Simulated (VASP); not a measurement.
AlN, 2 atoms in the cell. It takes space group F-43m (No. 216, cubic). Conventional cell: a = 4.226 Å, b = 4.226 Å, c = 4.226 Å, α = 90.00°, β = 90.00°, γ = 90.00°. Al (site symmetry -43m) has 4 N at 1.83 Å within 2.4 Å. Within 2.4 Å of N (site symmetry -43m) lie 4 Al at 1.83 Å. 

- Program: VASP 6.6.1
- Task: single point
- Functional: LDA
- Potentials or basis: VASP PAW LDA potentials, release 64 (Al, N)
- Cutoff: 520 eV
- k mesh: 10 × 10 × 10
- Occupations: gaussian, width 0.01 eV
- Spin: no spin polarisation
- Dipole correction: no
- Further INCAR settings: ALGO = Normal; EDIFF = 1e-06; NBANDS = 11

Potentials or basis: VASP PAW LDA potentials, release 64 (Al, N).

Run with:

```bash
$ cat potpaw_LDA.64/Al/POTCAR potpaw_LDA.64/N/POTCAR > POTCAR
$ mpirun -np 1 vasp_std > vasp.out
```

Hardware: 1 thread of Intel Xeon 8259CL (shared host).

Estimate the wall time of this run.

Wall time 8.3 s on 1 thread of Intel Xeon 8259CL, with other jobs on the host, peak memory 0.12 GiB. Counts: scf iterations 12, k points 47.
